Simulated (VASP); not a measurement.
# TePb (F-43m) in VASP: a series of runs

The runs below take TePb through single point, with PBE, LDA, r2SCAN.

Everything below comes from runs of VASP 6.6.1. Logs are shortened: lines on timing, memory, paths and dates and some standing lists are left out, and cuts for length are marked.

**1. The cell of the first run**

It takes space group F-43m (No. 216, cubic). Conventional cell: a = 7.283 Å, b = 7.283 Å, c = 7.283 Å, α = 90.00°, β = 90.00°, γ = 90.00°. Pb (site symmetry -43m) has 4 Te at 3.15 Å within 4.1 Å. Te (site symmetry -43m) has 4 Pb at 3.15 Å within 4.1 Å.

**2. Single point, PBE**

File INCAR:

```
SYSTEM = TePb
  ALGO = Normal
  EDIFF = 1E-6
  ENCUT = 520
  GGA = PE
  ISIF = 2
  ISMEAR = 0
  LASPH = .TRUE.
  LCHARG = .FALSE.
  LREAL = .FALSE.
  LWAVE = .FALSE.
  NBANDS = 17
  NELM = 100
  PREC = Accurate
  SIGMA = 0.01
```

File KPOINTS:

```
k-points
0
G
  4 4 4
  0 0 0
```

File POSCAR:

```
TePb
1.0
    0.0000000000      3.6414940572      3.6414940572
    3.6414940572      0.0000000000      3.6414940572
    3.6414940572      3.6414940572      0.0000000000
Pb Te
1 1
Direct
    0.0000000000      0.0000000000      0.0000000000
    0.2500000000      0.2500000000      0.2500000000
```

Potentials or basis: VASP PAW PBE potentials, release 64 (Pb_d, Te).

Launch:

```sh
cat potpaw_PBE.64/Pb_d/POTCAR potpaw_PBE.64/Te/POTCAR > POTCAR
mpirun -np 1 vasp_std > vasp.out
```

OUTCAR:

```text
SYSTEM = TePb
   EDIFF = 1E-6
   ENCUT = 520
   GGA = PE
   ISIF = 2
   ISMEAR = 0
   LASPH = .TRUE.
   LREAL = .FALSE.
   NELM = 100
   PREC = Accurate

 ion  position               nearest neighbor table
   1  0.000  0.000  0.000-   2 3.15   2 3.15   2 3.15   2 3.15
   2  0.250  0.250  0.250-   1 3.15   1 3.15   1 3.15   1 3.15

  LATTYP: Found a face centered cubic cell.
 ALAT       =     7.2829881144

  Lattice vectors:

 A1 = (   0.0000000000,   3.6414940572,   3.6414940572)
 A2 = (   3.6414940572,   0.0000000000,   3.6414940572)
 A3 = (   3.6414940572,   3.6414940572,   0.0000000000)

Analysis of symmetry for initial positions (statically):
=====================================================================
 Subroutine PRICEL returns:
 Original cell was already a primitive cell.

 Routine SETGRP: Setting up the symmetry group for a
 face centered cubic supercell.

 Subroutine GETGRP returns: Found 24 space group operations
 (whereof 24 operations were pure point group operations)
 out of a pool of 48 trial point group operations.

The static configuration has the point symmetry T_d .

Analysis of symmetry for dynamics (positions and initial velocities):
=====================================================================
 Subroutine PRICEL returns:
 Original cell was already a primitive cell.

 Routine SETGRP: Setting up the symmetry group for a
 face centered cubic supercell.

 Subroutine GETGRP returns: Found 24 space group operations
 (whereof 24 operations were pure point group operations)
 out of a pool of 48 trial point group operations.

The dynamic configuration has the point symmetry T_d .

 Subroutine INISYM returns: Found 24 space group operations
 (whereof 24 operations are pure point group operations),
 and found     1 'primitive' translations

----------------------------------------------------------------------------------------

                                     Primitive cell

  volume of cell :      96.5759

  direct lattice vectors                    reciprocal lattice vectors
     0.000000000  3.641494057  3.641494057    -0.137306279  0.137306279  0.137306279
     3.641494057  0.000000000  3.641494057     0.137306279 -0.137306279  0.137306279
     3.641494057  3.641494057  0.000000000     0.137306279  0.137306279 -0.137306279

  length of vectors
     5.149850283  5.149850283  5.149850283     0.237821452  0.237821452  0.237821452

[... 53 lines left out ...]
 SYSTEM =  TePb
   PREC   = accura    normal or accurate (medium, high low for compatibility)
   ISTART =      0    job   : 0-new  1-cont  2-samecut
   ICHARG =      2    charge: 1-file 2-atom 10-const
   ISPIN  =      1    spin polarized calculation?
   LNONCOLLINEAR =      F non collinear calculations
   LSORBIT =      F    spin-orbit coupling
   LASPH  =      T    aspherical Exc in radial PAW
   ENCUT  =  520.0 eV  38.22 Ry    6.18 a.u.   9.58  9.58  9.58*2*pi/ulx,y,z
   NELM   =    100;   NELMIN=  2; NELMDL= -5     # of ELM steps
   EDIFF  = 0.1E-05   stopping-criterion for ELM
   LREAL  =      F    real-space projection
[... 7 lines left out ...]
   TEBEG  =    0.0;   TEEND  =   0.0 temperature during run
   PSTRESS=    0.0 pullay stress
   NELECT =      20.0000    total number of electrons
   NUPDOWN=      -1.0000    fix difference up-down
   EMIN   =  10.00;   EMAX   =-10.00  energy-range for DOS
   EFERMI =   0.00;   METHOD = LEGACY
   ISMEAR =     0;   SIGMA  =   0.01  broadening in eV -4-tet -1-fermi 0-gaus
   EFERMI_NEDOS =   21; number of points for ismear=-14 and -15
   IALGO  =     38    algorithm
   IMIX   =      4    mixing-type and parameters
     AMIX     =   0.40;   BMIX     =  1.00
     AMIX_MAG =   1.60;   BMIX_MAG =  1.00
  volume/ion in A,a.u.               =      48.29       325.86
  Fermi-wavevector in a.u.,A,eV,Ry     =   0.968565  1.830322 12.763860  0.938117
  Thomas-Fermi vector in A             =   2.098544
   LORBIT       =      0    0 simple, 1 ext, 2 COOP (PROOUT), +10 PAW based schemes
   GGA     = PE    functional components
   LHFCALC =     F    Hartree Fock is set to
   AEXX    =    0.0000 exact exchange contribution
   IVDW    =     0    specifies the selected vdW correction
   LEPSILON=     F    determine dielectric tensor
   LRPA    =     F    only Hartree local field effects (RPA)
 non-spin polarized calculation
 Gauss-broadening in eV      SIGMA  =   0.01
  energy-cutoff  :      520.00
  volume of cell :       96.58
 maximum number of plane-waves:      2637
 NGX is ok and might be reduce to    40
   NGX = 19   NGY = 19   NGZ = 19

 number of electron      20.0000000 magnetization

 Free energy of the ion-electron system (eV)
  ---------------------------------------------------
  ext. energy  EPLUGINS =         0.00000000
  ---------------------------------------------------
  free energy    TOTEN  =        -7.15061359 eV

  energy without entropy =       -7.15061359  energy(sigma->0) =       -7.15061359

 E-fermi :   2.8747     XC(G=0):  -7.4501

 val. band max:        2.7954798046   @ k =  -0.2500   0.5000   0.2500
 cond. band min:       3.3840354566   @ k =   0.5000   0.5000   0.0000
 fundamental gap:      0.5885556520
 Fermi energy:         2.8747238879

 k-point     1 :       0.0000    0.0000    0.0000
  band No.  band energies     occupation
      1     -14.1517      2.00000
      2     -14.1517      2.00000
      3     -14.1517      2.00000
      4     -14.1282      2.00000
      5     -14.1282      2.00000
      6      -8.5934      2.00000
[... 137 lines left out ...]
      4     -14.1296      2.00000
      5     -14.1268      2.00000
      6      -7.5221      2.00000
[... 9 lines left out ...]
     16      10.9912      0.00000
     17      11.1678      0.00000

------------------------ aborting loop because EDIFF is reached ----------------------------------------

  FORCE on cell =-STRESS in cart. coord.  units (eV):
  Direction    XX          YY          ZZ          XY          YZ          ZX
  --------------------------------------------------------------------------------------
  -------------------------------------------------------------------------------------
  Total        0.2746139      0.2746139      0.2746139     -0.0000000     -0.0000000     -0.0000000
  in kB        4.5557963      4.5557963      4.5557963     -0.0000000     -0.0000000     -0.0000000
  external PRESSURE =       4.5557963 kB  Pullay stress =       0.0000000 kB

 VOLUME and BASIS-vectors are now :
 -----------------------------------------------------------------------------
  energy-cutoff  :      520.00
  volume of cell :       96.58
      direct lattice vectors                 reciprocal lattice vectors
     0.000000000  3.641494057  3.641494057    -0.137306279  0.137306279  0.137306279
     3.641494057  0.000000000  3.641494057     0.137306279 -0.137306279  0.137306279
     3.641494057  3.641494057  0.000000000     0.137306279  0.137306279 -0.137306279

 POSITION                                       TOTAL-FORCE (eV/Angst)
 -----------------------------------------------------------------------------------
      0.00000      0.00000      0.00000         0.000000     -0.000000     -0.000000
      1.82075      1.82075      1.82075        -0.000000      0.000000      0.000000
 -----------------------------------------------------------------------------------
    total drift:                                0.000000      0.000000      0.000000

  FREE ENERGIE OF THE ION-ELECTRON SYSTEM (eV)
  ---------------------------------------------------
  free  energy   TOTEN  =        -7.1506135934 eV

  energy  without entropy=       -7.1506135934  energy(sigma->0) =       -7.15061359
```

OSZICAR:

```text
N       E                     dE             d eps       ncg     rms          rms(c)
DAV:   1     0.156440789720E+03    0.15644E+03   -0.85248E+03   272   0.103E+03
DAV:   2     0.451644947654E+01   -0.15192E+03   -0.14752E+03   297   0.278E+02
DAV:   3    -0.700710222937E+01   -0.11524E+02   -0.11486E+02   364   0.861E+01
DAV:   4    -0.735420563941E+01   -0.34710E+00   -0.34701E+00   327   0.188E+01
DAV:   5    -0.736292066918E+01   -0.87150E-02   -0.87149E-02   377   0.239E+00    0.337E+00
DAV:   6    -0.715124793393E+01    0.21167E+00   -0.52360E-01   367   0.391E+00    0.210E+00
DAV:   7    -0.714594211770E+01    0.53058E-02   -0.11981E-01   284   0.134E+00    0.100E+00
DAV:   8    -0.714955871306E+01   -0.36166E-02   -0.12605E-02   307   0.954E-01    0.223E-01
DAV:   9    -0.715011261526E+01   -0.55390E-03   -0.26499E-03   297   0.355E-01    0.662E-02
DAV:  10    -0.715046747182E+01   -0.35486E-03   -0.58277E-04   306   0.120E-01    0.386E-02
DAV:  11    -0.715060812696E+01   -0.14066E-03   -0.21960E-04   297   0.648E-02    0.268E-02
DAV:  12    -0.715061153258E+01   -0.34056E-05   -0.80983E-06   379   0.225E-02    0.144E-02
DAV:  13    -0.715061341264E+01   -0.18801E-05   -0.36229E-06   289   0.791E-03    0.449E-03
DAV:  14    -0.715061359338E+01   -0.18074E-06   -0.25480E-07   266   0.467E-03
   1 F= -.71506136E+01 E0= -.71506136E+01  d E =-.282704E-30
```

Run time: 23 s. Hardware: 1 thread of Intel Xeon Platinum 8488C (Sapphire Rapids), shared host; peak memory 0.23 GiB.

What came out:

- Free energy: -7.1506 eV
- Pressure: 0.5 GPa
- Band gap on the k mesh: 0.59 eV, indirect (least direct gap 1.19 eV)

Caveat: spin-orbit coupling is left out, which moves the levels of the heavy elements.

**3. Single point, PBE**

File INCAR:

```
ALGO = Normal ; EDIFF = 1E-6
ENCUT = 520 ; GGA = PE
ISIF = 2 ; ISMEAR = 0
LASPH = True ; LCHARG = False
LREAL = False ; LWAVE = False
NBANDS = 17 ; NELM = 60
PREC = Accurate ; SIGMA = 0.01
```

File KPOINTS:

```
k-points
0
Gamma
  4 4 4
```

POSCAR is that of step 2.

Potentials or basis: VASP PAW PBE potentials, release 64 (Pb_d, Te).

Launch:

```sh
cat potpaw_PBE.64/Pb_d/POTCAR potpaw_PBE.64/Te/POTCAR > POTCAR
mpirun -np 1 vasp_std > vasp.out
```

OUTCAR:

```text
EDIFF = 1E-6
   ENCUT = 520
   GGA = PE
   ISIF = 2
   ISMEAR = 0
   LASPH = True
   LREAL = False
   NELM = 60
   PREC = Accurate

 ion  position               nearest neighbor table
   1  0.000  0.000  0.000-   2 3.15   2 3.15   2 3.15   2 3.15
   2  0.250  0.250  0.250-   1 3.15   1 3.15   1 3.15   1 3.15

  LATTYP: Found a face centered cubic cell.
 ALAT       =     7.2829881144

  Lattice vectors:

 A1 = (   0.0000000000,   3.6414940572,   3.6414940572)
[... 328 lines left out ...]
------------------------ aborting loop because EDIFF is reached ----------------------------------------

  FORCE on cell =-STRESS in cart. coord.  units (eV):
  Direction    XX          YY          ZZ          XY          YZ          ZX
  --------------------------------------------------------------------------------------
  -------------------------------------------------------------------------------------
  Total        0.2746139      0.2746139      0.2746139     -0.0000000     -0.0000000     -0.0000000
  in kB        4.5557963      4.5557963      4.5557963     -0.0000000     -0.0000000     -0.0000000
  external PRESSURE =       4.5557963 kB  Pullay stress =       0.0000000 kB

 VOLUME and BASIS-vectors are now :
 -----------------------------------------------------------------------------
  energy-cutoff  :      520.00
  volume of cell :       96.58
      direct lattice vectors                 reciprocal lattice vectors
     0.000000000  3.641494057  3.641494057    -0.137306279  0.137306279  0.137306279
     3.641494057  0.000000000  3.641494057     0.137306279 -0.137306279  0.137306279
     3.641494057  3.641494057  0.000000000     0.137306279  0.137306279 -0.137306279

 POSITION                                       TOTAL-FORCE (eV/Angst)
 -----------------------------------------------------------------------------------
      0.00000      0.00000      0.00000         0.000000     -0.000000     -0.000000
      1.82075      1.82075      1.82075        -0.000000      0.000000      0.000000
 -----------------------------------------------------------------------------------
    total drift:                                0.000000      0.000000      0.000000

  FREE ENERGIE OF THE ION-ELECTRON SYSTEM (eV)
  ---------------------------------------------------
  free  energy   TOTEN  =        -7.1506135934 eV

  energy  without entropy=       -7.1506135934  energy(sigma->0) =       -7.15061359
```

stdout:

```text
POSCAR found type information on POSCAR PbTe
 POSCAR found :  2 types and       2 ions
 scaLAPACK will be used
 LDA part: xc-table for (Slater+PW92), standard interpolation
 POSCAR, INCAR and KPOINTS ok, starting setup
 FFT: planning ... GRIDC
 FFT: planning ... GRID_SOFT
 FFT: planning ... GRID
 WAVECAR not read
 entering main loop
```

Run time: 21 s. Hardware: 1 thread of Intel Xeon Platinum 8488C (Sapphire Rapids), shared host; peak memory 0.23 GiB.

What came out:

| Item | Value |
| --- | --- |
| Free energy | -7.1506 eV |
| Pressure | 0.5 GPa |
| Band gap on the k mesh | 0.59 eV, indirect (least direct gap 1.19 eV) |

Levels at points of the mesh, in eV from the valence-band top:
```csv
k point,band 7,band 8,band 9,band 10,band 11,band 12,band 13,band 14
"(0.00, 0.00, 0.00)",-6.23,-1.46,-1.46,-1.46,1.52,1.52,1.52,4.10
"(0.50, 0.00, 0.00)",-7.86,-2.01,-2.01,-1.94,2.33,2.33,3.72,5.80
"(0.50, 0.50, 0.00)",-8.36,-2.68,-2.68,-0.60,0.59,4.39,4.39,5.66
```

Caveat: spin-orbit coupling is left out, which moves the levels of the heavy elements. A k mesh can miss the band edges.

(Part 1 of 2 ends here.)
